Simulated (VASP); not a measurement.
Wanted: the native input for a VASP 6.6.1 run.

| Item | Value |
| --- | --- |
| Task | single point |
| Functional | PBEsol |
| Potentials or basis | VASP PAW PBE potentials, release 64 (Ni) |
| Cutoff | 520 eV |
| k mesh | 18 × 18 × 10 |
| Occupations | fermi-dirac, width 0.1 eV |
| Spin | collinear spin, ferromagnetic start |
| Starting moments | [1.0, 1.0] μB |
| Dipole correction | no |
| k mesh for the DOS | 27 × 27 × 15 |
| Occupations for the DOS | tetrahedron |
| Further INCAR settings | ALGO = Normal; EDIFF = 1e-07 |

Crystal: Ni.

```
Ni
1.0
     2.36455    0.00000    0.00000
    -1.18227    2.04776    0.00000
     0.00000    0.00000    3.87677
Ni
2
Direct
  0.33333 0.66667 0.25000
  0.66667 0.33333 0.75000
```

This isn't the form of Ni at room conditions, which is fcc.

One way to write it, as run:

POSCAR

```
Ni
1.0
    2.3645452841      0.0000000000      0.0000000000
   -1.1822726420      2.0477562844      0.0000000000
    0.0000000000      0.0000000000      3.8767660191
Ni
2
Direct
    0.3333333333      0.6666666667      0.2500000000
    0.6666666667      0.3333333333      0.7500000000
```

INCAR.step1

```
PREC = Accurate ; ENCUT = 520
EDIFF = 1E-7 ; ISMEAR = -1
SIGMA = 0.1 ; LREAL = F
LASPH = T ; NELM = 150
ALGO = Normal ; ISIF = 2
LWAVE = F ; LCHARG = T
ISPIN = 2 ; MAGMOM = 1 1
LMAXMIX = 4 ; GGA = PS
NBANDS = 21
```

KPOINTS.step1

```
regular mesh
0
Gamma
  18 18 10
```

INCAR.step2

```
PREC = Accurate ; ENCUT = 520
EDIFF = 1E-7 ; ISMEAR = -5
SIGMA = 0.1 ; LREAL = F
LASPH = T ; NELM = 150
ALGO = Normal ; ISIF = 2
LWAVE = F ; LCHARG = F
ISPIN = 2 ; MAGMOM = 1 1
LORBIT = 11 ; LMAXMIX = 4
GGA = PS ; NEDOS = 1001
ICHARG = 11
```

KPOINTS.step2

```
regular mesh
0
Gamma
  27 27 15
```

Potentials or basis: VASP PAW PBE potentials, release 64 (Ni).

Launch:

```sh
$ cat potpaw_PBE.64/Ni/POTCAR > POTCAR
$ cp INCAR.step1 INCAR
$ cp KPOINTS.step1 KPOINTS
$ mpirun -np 1 vasp_std > vasp.out
$ cp INCAR.step2 INCAR
$ cp KPOINTS.step2 KPOINTS
$ mpirun -np 1 vasp_std > vasp.out
```

It gave:

* Net moment: 1.15 μB per cell
* Site moments: Ni +0.58 μB
* Valence electrons inside the program's atomic spheres: Ni 9.62

Run time: 4.4 min on 1 thread of Intel Xeon 8259CL (shared host), peak memory 0.39 GiB.
